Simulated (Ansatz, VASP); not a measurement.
**One calculation of Nb, two programs**

File INCAR:

```
PREC     = Accurate       # precision mode
ENCUT    = 520            # plane-wave cutoff, eV
EDIFF    = 1E-7           # SCF threshold, eV
ISMEAR   = -1             # smearing method
SIGMA    = 0.1            # smearing width, eV
LREAL    = False          # projectors in reciprocal space
LASPH    = True           # aspherical terms in the spheres
NELM     = 100            # most SCF steps
ALGO     = Normal         # electronic algorithm
ISIF     = 2              # what is computed and relaxed
LWAVE    = False          # write WAVECAR
LCHARG   = False          # write CHGCAR
GGA      = RE             # functional
NBANDS   = 12             # bands
```

KPOINTS

```
regular mesh
0
Gamma
  22 22 22
```

POSCAR

```
Nb
1.0
   -1.7255722226      1.7255722226      1.7255722226
    1.7255722226     -1.7255722226      1.7255722226
    1.7255722226      1.7255722226     -1.7255722226
Nb
1
Direct
    0.0000000000      0.0000000000      0.0000000000
```

Input for Ansatz:

```yaml
crystal:
  lattice:
    - [-1.725572223, 1.725572223, 1.725572223]
    - [1.725572223, -1.725572223, 1.725572223]
    - [1.725572223, 1.725572223, -1.725572223]
  atoms:
    - { symbol: Nb, position: [0.0, 0.0, 0.0] }
hamiltonian:
  xc: revpbe
  pseudopotentials:
    kind: paw
    azcp:
      Nb: "pseudopotentials/Nb.paw.azcp"
basis:
  ecutwfc: 420
  fft_grid_basis: typed
kpoints:
  mp_grid: { grid: [22, 22, 22], shift: [0, 0, 0] }
magnetization:
  spin_polarized: false
scf:
  occupations: { method: fermi_dirac, width: 0.1 }
output:
  stress: true
```

Alike in both runs: task single point; functional revPBE; k mesh 22 × 22 × 22; occupations fermi-dirac, width 0.1 eV; no spin polarisation.

```csv
,VASP,Ansatz
version,VASP 6.6.1,Ansatz 0.2.0
potentials or method,"VASP PAW PBE potentials, release 64 (Nb_sv), cutoff 520 eV","plane waves (420 eV) with PAW, scalar-relativistic"
valence electrons in the cell,13,13
```

|  | VASP | Ansatz | Ansatz less VASP |
| --- | --- | --- | --- |
| pressure (GPa) | -15.0 | -14.8 | +0.24 |

VASP's potentials were made for PBE, not for revPBE. The functional is the same, so the differences come from potentials, cutoffs and numerics.
